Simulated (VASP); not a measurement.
# Al30Si (a cell with a defect) in VASP: notebook

The runs below take Al30Si (a cell with a defect) through single point, with r2SCAN.

Program: VASP 6.6.1. These are calculated values, not measurements. Logs are shortened: lines on timing, memory, paths and dates and some standing lists are left out, and cuts for length are marked.

**1. The cell of the first run**

The cell holds a defect, 31 atoms: a = 8.100 Å, b = 8.100 Å, c = 8.100 Å, α = 90.00°, β = 90.00°, γ = 90.00°.

**2. Single point, r2SCAN**

Input file POSCAR:

```
Al30Si
1.0
    8.1000000000      0.0000000000      0.0000000000
    0.0000000000      8.1000000000      0.0000000000
    0.0000000000      0.0000000000      8.1000000000
Al Si
30 1
Direct
    0.4982820988     -0.0008913580      0.0030597531
    0.7457201235      0.2508595062      0.0044125926
   -0.0045490123     -0.0008543210      0.0032677778
    0.2498643210      0.2498490123      0.0000034568
    0.4991611111      0.4991260494     -0.0001991358
    0.7457369136      0.7474083951      0.0045016049
    0.2471395062     -0.0008980247      0.2517633333
    0.5007591358      0.2483714815      0.2471701235
    0.7483381481      0.4990737037      0.2493767901
    0.5002017284     -0.0008966667      0.4958639506
    0.7503087654      0.2483808642      0.4990074074
    0.7452270370     -0.0009106173      0.7568987654
   -0.0008519753      0.4991191358     -0.0035133333
    0.2498628395      0.7483877778      0.0000308642
    0.0057938272      0.2633355556      0.2469550617
    0.2579723457      0.4991019753      0.2467634568
    0.5008081481      0.7498822222      0.2471869136
    0.2511264198      0.2536955556      0.5016844444
    0.5008449383      0.4991128395      0.5008371605
    0.7503450617      0.7497944444      0.4989977778
    0.2496201235     -0.0009174074      0.7505588889
    0.4995470370      0.2526665432      0.7503537037
    0.7466844444      0.4991102469      0.7519850617
    0.0058427160      0.7348114815      0.2470282716
   -0.0024106173      0.4990748148      0.5001969136
    0.2511329630      0.7444803704      0.5016846914
   -0.0005653086      0.2502211111      0.7529388889
    0.2483549383      0.4991204938      0.7518760494
    0.4995372840      0.7455444444      0.7503803704
   -0.0005660494      0.7479843210      0.7529574074
    0.8260122222     -0.0008741975      0.2908060494
```

Input file INCAR.step1:

```
SYSTEM = Al30Si
PREC = Accurate
ENCUT = 520
ISMEAR = -1
SIGMA = 0.1
LREAL = Auto
LASPH = .True.
NELM = 80
NBANDS = 68
GGA = PE
ALGO = Normal
EDIFF = 1E-4
LWAVE = .True.
LCHARG = .False.
```

Input file INCAR.step2:

```
SYSTEM = Al30Si
PREC = Accurate
ENCUT = 520
EDIFF = 1E-7
ISMEAR = -1
SIGMA = 0.1
LREAL = Auto
LASPH = .True.
NELM = 80
ALGO = Normal
ISIF = 2
LWAVE = .False.
LCHARG = .False.
METAGGA = R2SCAN
LMIXTAU = .True.
NBANDS = 68
ISTART = 1
```

Input file KPOINTS:

```
Automatic mesh
0
Gamma
  2 2 2
  0 0 0
```

Potentials or basis: VASP PAW PBE potentials, release 64 (Al, Si).

Command:

```console
cat potpaw_PBE.64/Al/POTCAR potpaw_PBE.64/Si/POTCAR > POTCAR
cp INCAR.step1 INCAR
mpirun -np 1 vasp_std > vasp.out
cp INCAR.step2 INCAR
mpirun -np 1 vasp_std > vasp.out
```

OUTCAR:

```text
SYSTEM = Al30Si
   PREC = Accurate
   ENCUT = 520
   EDIFF = 1E-7
   ISMEAR = -1
   LREAL = Auto
   LASPH = .True.
   NELM = 80
   ISIF = 2
   METAGGA = R2SCAN
   ISTART = 1

 ion  position               nearest neighbor table
   1  0.498  0.999  0.003-  12 2.82  17 2.83   8 2.83  14 2.86   6 2.86   4 2.86   2 2.86   7 2.86
                            21 2.87  29 2.90  22 2.90
   2  0.746  0.251  0.004-   8 2.79   9 2.82   5 2.83   1 2.86  12 2.86  22 2.87  23 2.87   3 2.87
                            13 2.87  15 2.88  27 2.89  31 3.16
   3  0.995  0.999  0.003-  31 2.70  12 2.84   7 2.86  27 2.87   2 2.87   6 2.87  30 2.87   4 2.89
                            14 2.89  21 2.90  15 2.91  24 2.91
   4  0.250  0.250  0.000-  15 2.81  16 2.84  28 2.85  27 2.85   8 2.85   5 2.86   1 2.86  22 2.86
                            13 2.86  21 2.87   7 2.88   3 2.89
   5  0.499  0.499  1.000-  16 2.80   2 2.83   6 2.83  23 2.84  29 2.84  22 2.84   8 2.85  17 2.85
                            14 2.86   4 2.86  28 2.86   9 2.86
   6  0.746  0.747  0.005-  17 2.79   9 2.83   5 2.83   1 2.86  12 2.86  29 2.87  23 2.87   3 2.87
                            13 2.87  24 2.88  30 2.89  31 3.16
   7  0.247  0.999  0.252-  10 2.85   1 2.86   3 2.86  14 2.88   4 2.88  17 2.88   8 2.88  18 2.89
                            26 2.89  15 2.90  24 2.90
   8  0.501  0.248  0.247-   2 2.79   1 2.83  16 2.83  10 2.85   4 2.85   5 2.85   9 2.85  11 2.87
                             7 2.88  18 2.89  19 2.89
   9  0.748  0.499  0.249-   2 2.82   6 2.83  15 2.83  24 2.83   8 2.85  17 2.85   5 2.86  19 2.86
[... 30 lines left out ...]
                             7 2.90  20 2.91   3 2.91
  25  0.998  0.499  0.500-  24 2.80  15 2.80  20 2.85  11 2.85  18 2.86  26 2.86   9 2.86  27 2.87
                            30 2.87  28 2.88  23 2.88  16 2.94
  26  0.251  0.744  0.502-  19 2.84  28 2.84  29 2.85  25 2.86  24 2.87  16 2.87  30 2.88  21 2.88
                            10 2.89  17 2.89   7 2.89
  27  0.999  0.250  0.753-  13 2.82   4 2.85  28 2.85  21 2.87   3 2.87  25 2.87  23 2.87  18 2.88
                            11 2.88   2 2.89  12 2.89
  28  0.248  0.499  0.752-  13 2.83  26 2.84  18 2.84   4 2.85  14 2.85  29 2.85  22 2.85  30 2.85
                            27 2.85   5 2.86  25 2.88  19 2.88
  29  0.500  0.746  0.750-  23 2.83   5 2.84  19 2.84  26 2.85  28 2.85  14 2.86  12 2.86   6 2.87
                            20 2.88  21 2.88   1 2.90  10 2.91
  30  0.999  0.748  0.753-  13 2.82  14 2.85  28 2.85  21 2.87   3 2.87  23 2.87  25 2.87  26 2.88
                            20 2.88   6 2.89  12 2.89
  31  0.826  0.999  0.291-  15 2.61  24 2.61  11 2.70  20 2.70   3 2.70  10 3.12   6 3.16   2 3.16

  LATTYP: Found a simple cubic cell.
 ALAT       =     8.1000000000

  Lattice vectors:

 A1 = (   8.1000000000,   0.0000000000,   0.0000000000)
 A2 = (   0.0000000000,   8.1000000000,   0.0000000000)
 A3 = (   0.0000000000,   0.0000000000,   8.1000000000)

Analysis of symmetry for initial positions (statically):
=====================================================================
 Subroutine PRICEL returns:
 Original cell was already a primitive cell.

 Routine SETGRP: Setting up the symmetry group for a
 simple cubic supercell.

 Subroutine GETGRP returns: Found  1 space group operations
 (whereof  1 operations were pure point group operations)
 out of a pool of 48 trial point group operations.

The static configuration has the point symmetry C_1 .

Analysis of symmetry for dynamics (positions and initial velocities):
=====================================================================
 Subroutine PRICEL returns:
 Original cell was already a primitive cell.

 Routine SETGRP: Setting up the symmetry group for a
 simple cubic supercell.

 Subroutine GETGRP returns: Found  1 space group operations
 (whereof  1 operations were pure point group operations)
 out of a pool of 48 trial point group operations.

The dynamic configuration has the point symmetry C_1 .

 Subroutine INISYM returns: Found  1 space group operations
 (whereof  1 operations are pure point group operations),
 and found     1 'primitive' translations

----------------------------------------------------------------------------------------

                                     Primitive cell

  volume of cell :     531.4410

  direct lattice vectors                    reciprocal lattice vectors
     8.100000000  0.000000000  0.000000000     0.123456790  0.000000000  0.000000000
     0.000000000  8.100000000  0.000000000     0.000000000  0.123456790  0.000000000
[... 74 lines left out ...]
 KPOINTS: Automatic mesh

Automatic generation of k-mesh.
 Grid dimensions read from file:
 generate k-points for:    2    2    2

 Generating k-lattice:

  Cartesian coordinates                     Fractional coordinates (reciprocal lattice)
     0.061728395  0.000000000  0.000000000     0.500000000  0.000000000  0.000000000
     0.000000000  0.061728395  0.000000000     0.000000000  0.500000000  0.000000000
     0.000000000  0.000000000  0.061728395     0.000000000  0.000000000  0.500000000

  Length of vectors
     0.061728395  0.061728395  0.061728395

  Shift w.r.t. Gamma in fractional coordinates (k-lattice)
     0.000000000  0.000000000  0.000000000

 Subroutine IBZKPT returns following result:
 ===========================================

 Found      8 irreducible k-points:

 Following reciprocal coordinates:
            Coordinates               Weight
  0.000000  0.000000  0.000000      1.000000
  0.500000  0.000000  0.000000      1.000000
  0.000000  0.500000  0.000000      1.000000
  0.000000  0.000000  0.500000      1.000000
  0.500000  0.500000  0.000000      1.000000
  0.000000  0.500000  0.500000      1.000000
  0.500000  0.000000  0.500000      1.000000
  0.500000  0.500000  0.500000      1.000000
   k-points           NKPTS =      8   k-points in BZ     NKDIM =      8   number of bands    NBANDS=     68
   number of dos      NEDOS =    301   number of ions     NIONS =     31
   total plane-waves  NPLWV = 216000
   dimension x,y,z NGX =    60 NGY =   60 NGZ =   60
   dimension x,y,z NGXF=   120 NGYF=  120 NGZF=  120
   ions per type =              30   1
   NGX,Y,Z   is equivalent  to a cutoff of  12.31, 12.31, 12.31 a.u.
   NGXF,Y,Z  is equivalent  to a cutoff of  24.63, 24.63, 24.63 a.u.
 SYSTEM =  Al30Si
   PREC   = accura    normal or accurate (medium, high low for compatibility)
   ISTART =      1    job   : 0-new  1-cont  2-samecut
   ICHARG =      0    charge: 1-file 2-atom 10-const
   ISPIN  =      1    spin polarized calculation?
   LNONCOLLINEAR =      F non collinear calculations
   LSORBIT =      F    spin-orbit coupling
   LASPH  =      T    aspherical Exc in radial PAW
   ENCUT  =  520.0 eV  38.22 Ry    6.18 a.u.  15.06 15.06 15.06*2*pi/ulx,y,z
   NELM   =     80;   NELMIN=  2; NELMDL=  0     # of ELM steps
   EDIFF  = 0.1E-06   stopping-criterion for ELM
   LREAL  =      T    real-space projection
   EDIFFG = 0.1E-05   stopping-criterion for IOM
   NSW    =      0    number of steps for IOM
   IBRION =     -1    ionic relax: 0-MD 1-quasi-New 2-CG
   NFREE  =      0    steps in history (QN), initial steepest desc. (CG)
   ISIF   =      2    stress and relaxation
   ISYM   =      2    0-nonsym 1-usesym 2-fastsym
   POTIM  = 0.5000    time-step for ionic-motion
   TEBEG  =    0.0;   TEEND  =   0.0 temperature during run
   PSTRESS=    0.0 pullay stress
   NELECT =      94.0000    total number of electrons
   NUPDOWN=      -1.0000    fix difference up-down
   EMIN   =  10.00;   EMAX   =-10.00  energy-range for DOS
   EFERMI =   0.00;   METHOD = LEGACY
   ISMEAR =    -1;   SIGMA  =   0.10  broadening in eV -4-tet -1-fermi 0-gaus
   EFERMI_NEDOS =   21; number of points for ismear=-14 and -15
   IALGO  =     38    algorithm
   IMIX   =      4    mixing-type and parameters
     AMIX     =   0.40;   BMIX     =  1.00
     AMIX_MAG =   1.60;   BMIX_MAG =  1.00
  volume/ion in A,a.u.               =      17.14       115.69
  Fermi-wavevector in a.u.,A,eV,Ry     =   0.918965  1.736593 11.490081  0.844497
  Thomas-Fermi vector in A             =   2.044106
   LORBIT       =      0    0 simple, 1 ext, 2 COOP (PROOUT), +10 PAW based schemes
   METAGGA = R2SCAN    functional components
   LHFCALC =     F    Hartree Fock is set to
   AEXX    =    0.0000 exact exchange contribution
   IVDW    =     0    specifies the selected vdW correction
   LEPSILON=     F    determine dielectric tensor
   LRPA    =     F    only Hartree local field effects (RPA)
 non-spin polarized calculation
  energy-cutoff  :      520.00
  volume of cell :      531.44
 maximum number of plane-waves:     14400
   NGX = 31   NGY = 31   NGZ = 31

 number of electron      94.0000000 magnetization

 Free energy of the ion-electron system (eV)
  ---------------------------------------------------
  ext. energy  EPLUGINS =         0.00000000
  ---------------------------------------------------
  free energy    TOTEN  =      -208.67582708 eV

  energy without entropy =     -208.15700274  energy(sigma->0) =     -208.41641491

 E-fermi :   7.3244     XC(G=0): -10.7247

 val. band max:        7.3219463188   @ k =   0.0000   0.5000   0.0000
 cond. band min:       7.3459539678   @ k =   0.0000   0.0000   0.5000
 fundamental gap:      0.0240076490
 Fermi energy:         7.3244269517

 k-point     1 :       0.0000    0.0000    0.0000
  band No.  band energies     occupation
      1      -4.1288      2.00000
      2      -2.2326      2.00000
      3      -1.7892      2.00000
      4      -1.7517      2.00000
      5      -1.7181      2.00000
      6      -1.6994      2.00000
[... 485 lines left out ...]
     58      10.8509      0.00000
     59      10.8642      0.00000
 [bands above 59 left out]

------------------------ aborting loop because EDIFF is reached ----------------------------------------

  FORCE on cell =-STRESS in cart. coord.  units (eV):
  Direction    XX          YY          ZZ          XY          YZ          ZX
  --------------------------------------------------------------------------------------
  -------------------------------------------------------------------------------------
  Total      -13.1848477    -13.9497183    -13.0097256     -0.0011682     -0.0045028      0.3075482
  in kB      -39.7494060    -42.0553221    -39.2214514     -0.0035220     -0.0135750      0.9271900
  external PRESSURE =     -40.3420598 kB  Pullay stress =       0.0000000 kB

 VOLUME and BASIS-vectors are now :
 -----------------------------------------------------------------------------
  energy-cutoff  :      520.00
  volume of cell :      531.44
      direct lattice vectors                 reciprocal lattice vectors
     8.100000000  0.000000000  0.000000000     0.123456790  0.000000000  0.000000000
     0.000000000  8.100000000  0.000000000     0.000000000  0.123456790  0.000000000
     0.000000000  0.000000000  8.100000000     0.000000000  0.000000000  0.123456790

 POSITION                                       TOTAL-FORCE (eV/Angst)
 -----------------------------------------------------------------------------------
      4.03609      8.09278      0.02478         0.033069      0.000201      0.017112
      6.04033      2.03196      0.03574         0.009569     -0.035731      0.023780
      8.06315      8.09308      0.02647         0.025514     -0.000011     -0.002489
      2.02390      2.02378      0.00003         0.017887      0.000043      0.013482
      4.04320      4.04292      8.09839         0.022402     -0.003952      0.013096
      6.04047      6.05401      0.03646         0.009210      0.039250      0.021650
[... 23 lines left out ...]
      8.09541      6.05867      6.09895        -0.000698     -0.007923      0.017104
      6.69070      8.09292      2.35553        -0.485002     -0.002022     -0.250527
 -----------------------------------------------------------------------------------
    total drift:                               -0.014987     -0.037052     -0.000068

  FREE ENERGIE OF THE ION-ELECTRON SYSTEM (eV)
  ---------------------------------------------------
  free  energy   TOTEN  =      -208.6758270789 eV

  energy  without entropy=     -208.1570027384  energy(sigma->0) =     -208.41641491
```

It took 45 min on 1 thread of Oxide Virtual Turin-like, shared host; peak memory 0.6 GiB.

Results:

```
Free energy            : -208.6758 eV
Pressure               : -4.0 GPa
Largest force          : 0.546 eV/Å
Band gap on the k mesh : zero (bands 47 and 48 overlap by 0.83 eV)
```

Forces on the atoms (eV/Å):
```
Al   0.033  0.000  0.017
Al   0.010 -0.036  0.024
Al   0.026  0.000 -0.002
Al   0.018  0.000  0.013
Al   0.022 -0.004  0.013
Al   0.009  0.039  0.022
Al   0.100  0.000 -0.028
Al   0.039 -0.008 -0.002
Al   0.004 -0.002 -0.005
Al   0.055  0.000 -0.003
Al   0.010  0.016  0.004
Al  -0.010  0.002  0.009
Al   0.004  0.001  0.040
Al   0.017 -0.004  0.013
Al  -0.016 -0.079  0.033
Al  -0.006  0.000 -0.001
Al   0.036  0.006 -0.004
Al   0.023 -0.018 -0.006
Al   0.021 -0.003  0.001
Al   0.011 -0.019  0.003
Al   0.031 -0.003  0.012
Al   0.016 -0.012  0.012
Al   0.008  0.001  0.021
Al  -0.020  0.085  0.029
Al   0.001  0.000 -0.007
Al   0.022  0.023 -0.007
Al   0.001  0.006  0.019
Al   0.006 -0.002  0.003
Al   0.017  0.021  0.011
Al  -0.001 -0.008  0.017
Si  -0.485 -0.002 -0.251
```

Stress tensor (GPa, compression positive):
```
-3.97  0.00  0.09
 0.00 -4.21  0.00
 0.09  0.00 -3.92
```

Caveat: the k points lie up to 0.39 Å⁻¹ apart, too coarse for converged energies and pressures of a metal; the PAW data sets were made with another functional, which shifts forces and pressure a little.

(Part 1 of 2 ends here.)

The gap in the log of VASP goes by the Fermi energy; the results here count the filled bands.